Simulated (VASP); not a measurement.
# Zn (Im-3m) in VASP: notebook, part 2 of 2

VASP 6.6.1. The steps go on from the part before.

## 4. Single point, RPBE (17.40 Å³/atom)

This run uses another cell than the first one, of 17.40 Å³/atom.

The input, INCAR:

```
SYSTEM = Zn
PREC = Accurate
ENCUT = 520
EDIFF = 1E-7
ISMEAR = -1
SIGMA = 0.1
LREAL = .FALSE.
LASPH = .TRUE.
NELM = 80
ALGO = Normal
ISIF = 2
LWAVE = .FALSE.
LCHARG = .FALSE.
GGA = RP
NBANDS = 12
```

The input, KPOINTS:

```
regular mesh
0
G
  16 16 16
  0 0 0
```

The input, POSCAR:

```
Zn
1.0
   -1.6324457024      1.6324457024      1.6324457024
    1.6324457024     -1.6324457024      1.6324457024
    1.6324457024      1.6324457024     -1.6324457024
Zn
1
Direct
    0.0000000000      0.0000000000      0.0000000000
```

Potentials or basis: VASP PAW PBE potentials, release 64 (Zn).

Launch:

```console
> cat potpaw_PBE.64/Zn/POTCAR > POTCAR
> mpirun -np 1 vasp_std > vasp.out
```

OUTCAR:

```text
SYSTEM = Zn
   PREC = Accurate
   ENCUT = 520
   EDIFF = 1E-7
   ISMEAR = -1
   LREAL = .FALSE.
   LASPH = .TRUE.
   NELM = 80
   ISIF = 2
   GGA = RP

 ion  position               nearest neighbor table
   1  0.000  0.000  0.000-

  LATTYP: Found a body centered cubic cell.
 ALAT       =     3.2648914048

  Lattice vectors:

 A1 = (  -1.6324457024,   1.6324457024,   1.6324457024)
 A2 = (   1.6324457024,  -1.6324457024,   1.6324457024)
[... 539 lines left out ...]
     12      24.8228      0.00000

 [... further k-points ...]

------------------------ aborting loop because EDIFF is reached ----------------------------------------

  FORCE on cell =-STRESS in cart. coord.  units (eV):
  Direction    XX          YY          ZZ          XY          YZ          ZX
  --------------------------------------------------------------------------------------
  -------------------------------------------------------------------------------------
  Total       -0.3394729     -0.3394729     -0.3394729      0.0000000     -0.0000000      0.0000000
  in kB      -31.2564392    -31.2564392    -31.2564392      0.0000000     -0.0000000      0.0000000
  external PRESSURE =     -31.2564392 kB  Pullay stress =       0.0000000 kB

 VOLUME and BASIS-vectors are now :
 -----------------------------------------------------------------------------
  energy-cutoff  :      520.00
  volume of cell :       17.40
      direct lattice vectors                 reciprocal lattice vectors
    -1.632445702  1.632445702  1.632445702     0.000000000  0.306288901  0.306288901
     1.632445702 -1.632445702  1.632445702     0.306288901  0.000000000  0.306288901
     1.632445702  1.632445702 -1.632445702     0.306288901  0.306288901  0.000000000

 POSITION                                       TOTAL-FORCE (eV/Angst)
 -----------------------------------------------------------------------------------
      0.00000      0.00000      0.00000         0.000000      0.000000      0.000000
 -----------------------------------------------------------------------------------
    total drift:                                0.000000      0.000000     -0.000000

  FREE ENERGIE OF THE ION-ELECTRON SYSTEM (eV)
  ---------------------------------------------------
  free  energy   TOTEN  =        -0.6617390966 eV

  energy  without entropy=       -0.6524954277  energy(sigma->0) =       -0.65711726
```

OSZICAR:

```text
N       E                     dE             d eps       ncg     rms          rms(c)
DAV:   1     0.442810993621E+02    0.44281E+02   -0.67034E+03  3548   0.151E+03
DAV:   2     0.754230454057E+00   -0.43527E+02   -0.40878E+02  3608   0.214E+02
DAV:   3    -0.702063120519E+00   -0.14563E+01   -0.14543E+01  4064   0.390E+01
DAV:   4    -0.705864915205E+00   -0.38018E-02   -0.38016E-02  3884   0.199E+00
DAV:   5    -0.705868228576E+00   -0.33134E-05   -0.33131E-05  3964   0.565E-02    0.209E+00
DAV:   6    -0.662289926678E+00    0.43578E-01   -0.24207E-01  3980   0.973E+00    0.172E+00
DAV:   7    -0.661903967852E+00    0.38596E-03   -0.46313E-03  3620   0.117E+00    0.845E-01
DAV:   8    -0.661709661244E+00    0.19431E-03   -0.13839E-03  3732   0.529E-01    0.545E-02
DAV:   9    -0.661737236709E+00   -0.27575E-04   -0.66476E-05  3716   0.792E-02    0.152E-02
DAV:  10    -0.661739357405E+00   -0.21207E-05   -0.19855E-06  4068   0.151E-02    0.121E-03
DAV:  11    -0.661739181053E+00    0.17635E-06   -0.40745E-08  2424   0.327E-03    0.366E-04
DAV:  12    -0.661739096645E+00    0.84407E-07   -0.13436E-08  2040   0.152E-03
   1 F= -.66173910E+00 E0= -.65711726E+00  d E =-.924367E-02
```

stdout:

```text
POSCAR found type information on POSCAR Zn
 POSCAR found :  1 types and       1 ions
 scaLAPACK will be used
 -----------------------------------------------------------------------------
|                                                                             |
|                                                                             |
|     You enforced a specific xc type in the INCAR file but a different       |
|     I HOPE YOU KNOW WHAT YOU ARE DOING!                                     |
|                                                                             |
 -----------------------------------------------------------------------------

 LDA part: xc-table for (Slater+PW92), standard interpolation
 POSCAR, INCAR and KPOINTS ok, starting setup
 FFT: planning ... GRIDC
 FFT: planning ... GRID_SOFT
 FFT: planning ... GRID
 WAVECAR not read
 entering main loop
```

Wall time 15 s (1 thread of Intel Xeon Platinum 8488C (Sapphire Rapids), shared host); peak memory 0.15 GiB.

Results:

```
Free energy            : -0.6617 eV
Pressure               : -3.1 GPa
Band gap on the k mesh : zero (bands 6 and 7 overlap by 5.16 eV)
```

Caveat: the cell stands under tension; the PAW data sets were made with another functional, which shifts forces and pressure a little.

## 5. Single point, RPBE (18.05 Å³/atom)

This run uses another cell than the first one, of 18.05 Å³/atom.

The input, INCAR:

```
SYSTEM = Zn
  PREC = Accurate
  ENCUT = 520
  EDIFF = 1E-6
  ISMEAR = -1
  SIGMA = 0.1
  LREAL = .False.
  LASPH = .True.
  NELM = 100
  ALGO = Normal
  ISIF = 2
  LWAVE = .False.
  LCHARG = .False.
  GGA = RP
  NBANDS = 12
```

The input, KPOINTS:

```
regular mesh
0
Gamma
  16 16 16
  0 0 0
```

The input, POSCAR:

```
Zn
1.0
   -1.6523555390      1.6523555390      1.6523555390
    1.6523555390     -1.6523555390      1.6523555390
    1.6523555390      1.6523555390     -1.6523555390
Zn
1
Direct
    0.0000000000      0.0000000000      0.0000000000
```

Launch:

```console
> cat potpaw_PBE.64/Zn/POTCAR > POTCAR
> mpirun -np 1 vasp_std > vasp.out
```

Run time: 13 s. Hardware: 1 thread of Intel Xeon Platinum 8488C (Sapphire Rapids), shared host; peak memory 0.15 GiB.

Results (log left out):

```
Free energy            : -0.6467 eV
Pressure               : -4.3 GPa
Band gap on the k mesh : zero (bands 6 and 7 overlap by 5.16 eV)
```

Levels at points of the mesh, in eV from the Fermi level:
| k point | band 3 | band 4 | band 5 | band 6 | band 7 | band 8 | band 9 | band 10 |
| --- | --- | --- | --- | --- | --- | --- | --- | --- |
| (0.00, 0.00, 0.00) | -7.32 | -7.32 | -6.95 | -6.95 | 16.73 | 16.73 | 16.73 | 19.37 |
| (0.50, 0.00, 0.00) | -6.97 | -6.93 | -6.70 | -2.01 | -1.16 | 10.18 | 11.67 | 14.04 |
| (0.50, 0.50, 0.50) | -6.76 | -6.76 | -6.76 | 4.00 | 4.00 | 4.00 | 5.92 | 7.97 |

Caveat: the cell stands under tension; the PAW data sets were made with another functional, which shifts forces and pressure a little.

## 6. Overview

```tsv
cell	gap on the mesh (eV)	pressure (GPa)
a = 2.756 Å, angles 109.5°, 1 atom	none	0.4
a = 2.792 Å, angles 109.5°, 1 atom	none	-1.6
a = 2.827 Å, angles 109.5°, 1 atom	none	-3.1
a = 2.862 Å, angles 109.5°, 1 atom	none	-4.3
```

Alike in all rows: task single point; level RPBE; potentials or basis VASP PAW PBE potentials, release 64 (Zn); no spin polarisation; k mesh 16 × 16 × 16; cutoff (eV) 520; smearing fermi-dirac 0.1 eV.

Caveats: the PAW data sets were made with another functional, which shifts forces and pressure a little; the cell stands under tension (at least some runs).

Total energies depend on the potentials used, so only differences within one code and one set of settings carry meaning.
